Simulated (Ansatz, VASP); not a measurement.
Two plane-wave programs on TiO2

```
CELL_PARAMETERS angstrom
-1.89210 1.89210 4.75730
1.89210 -1.89210 4.75730
1.89210 1.89210 -4.75730
ATOMIC_POSITIONS crystal
Ti 0.00000 0.00000 0.00000
Ti 0.75000 0.25000 0.50000
O 0.20810 0.20810 0.00000
O 0.79190 0.79190 0.00000
O 0.95810 0.45810 0.50000
O 0.54190 0.04190 0.50000
```

Alike in both runs: task single point; functional PBEsol; k mesh 8 × 8 × 8; no spin polarisation.

```csv
,VASP,Ansatz
version,VASP 6.6.1,Ansatz 0.2.0
potentials or method,"VASP PAW PBE potentials, release 64 (Ti_sv, O)","plane waves, PAW"
plane-wave cutoff (eV),600,420
occupations,"gaussian, width 0.01 eV",fixed
valence electrons in the cell,48,48
```

Ansatz gave:

```
pressure (GPa)                                                : -1.1
traceless stress, the component that is largest in VASP (GPa) : 0.60
```

Question: What did VASP give for the same quantities?

Answer: Pressure (GPa): -0.5; traceless stress, the component that is largest in VASP (GPa): 0.67.

VASP's potentials were made for PBE, not for PBEsol.
